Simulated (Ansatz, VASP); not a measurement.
# TiO2: VASP beside Ansatz

The input POSCAR:

```
TiO2
1.0
    4.5973352642      0.0000000000      0.0000000000
    0.0000000000      4.5973352642      0.0000000000
    0.0000000000      0.0000000000      2.9931755281
Ti O
2 4
Direct
    0.5000000000      0.5000000000      0.0000000000
    0.0000000000      0.0000000000      0.5000000000
    0.6948338994      0.6948338994      0.5000000000
    0.8051661006      0.1948338994      0.0000000000
    0.1948338994      0.8051661006      0.0000000000
    0.3051661006      0.3051661006      0.5000000000
```

The input INCAR.step1:

```
SYSTEM = TiO2
ALGO = Normal
EDIFF = 1E-4
ENCUT = 520
GGA = PE
ISMEAR = 0
LASPH = .True.
LCHARG = .False.
LDAU = .True.
LDAUJ = 0 0
LDAUL = 2 -1
LDAUTYPE = 2
LDAUU = 4 0
LMAXMIX = 4
LREAL = .False.
LWAVE = .True.
NBANDS = 33
NELM = 150
PREC = Accurate
SIGMA = 0.02
```

The input INCAR.step2:

```
SYSTEM = TiO2
ALGO = Normal
EDIFF = 1E-6
ENCUT = 520
ISIF = 2
ISMEAR = 0
ISTART = 1
LASPH = .True.
LCHARG = .False.
LDAU = .True.
LDAUJ = 0 0
LDAUL = 2 -1
LDAUPRINT = 1
LDAUTYPE = 2
LDAUU = 4 0
LMAXMIX = 4
LMIXTAU = .True.
LREAL = .False.
LWAVE = .False.
METAGGA = R2SCAN
NBANDS = 33
NELM = 150
PREC = Accurate
SIGMA = 0.02
```

KPOINTS

```
k-points
0
Gamma
  6 6 8
  0 0 0
```

Input for Ansatz:

```yaml
crystal:
  lattice:
    - [4.5973352642, 0.0, 0.0]
    - [0.0, 4.5973352642, 0.0]
    - [0.0, 0.0, 2.9931755281]
  atoms:
    - { symbol: Ti, position: [0.5, 0.5, 0.0] }
    - { symbol: Ti, position: [0.0, 0.0, 0.5] }
    - { symbol: O, position: [0.6948338994, 0.6948338994, 0.5] }
    - { symbol: O, position: [0.8051661006, 0.1948338994, 0.0] }
    - { symbol: O, position: [0.1948338994, 0.8051661006, 0.0] }
    - { symbol: O, position: [0.3051661006, 0.3051661006, 0.5] }
basis:
  ecutwfc: 500
kpoints:
  mp_grid: { grid: [6, 6, 8] }
hamiltonian:
  xc: r2scan
  hubbard: { sites: [{ species: Ti, l: d, u_eff: 4.0 }] }
scf:
  occupations: { method: gaussian, width: 0.02 }
output:
  forces: true
  stress: true
  eigenvalues: true
```

Alike in both runs: task single point; functional r2SCAN; k mesh 6 × 6 × 8; occupations gaussian, width 0.02 eV; no spin polarisation; Hubbard terms Ti d U = 4.0 eV.

|  | VASP | Ansatz |
| --- | --- | --- |
| version | VASP 6.6.1 | Ansatz 0.2.0 |
| potentials or method | VASP PAW PBE potentials, release 64 (Ti_sv, O), cutoff 520 eV | scalar-relativistic, plane waves, PAW |
| valence electrons in the cell | 48 | 48 |

```csv
,VASP,Ansatz,Ansatz less VASP
gap on the k mesh at the Fermi level (eV),2.78,2.70,-0.084
least direct gap on the mesh (eV),2.78,2.73,-0.050
pressure (GPa),4.8,0.0,-4.82
"traceless stress, the component that is largest in VASP (GPa)",0.70,0.00,-0.703
rms of the force components (eV/Å),0.069,0.000,-0.0687
```

VASP's potentials were made for PBE, not for r2SCAN. The programs project onto different local orbitals, so the same U acts differently, and such runs can settle in different states. Atom by atom the forces differ by 0.069 eV/Å (rms over components).
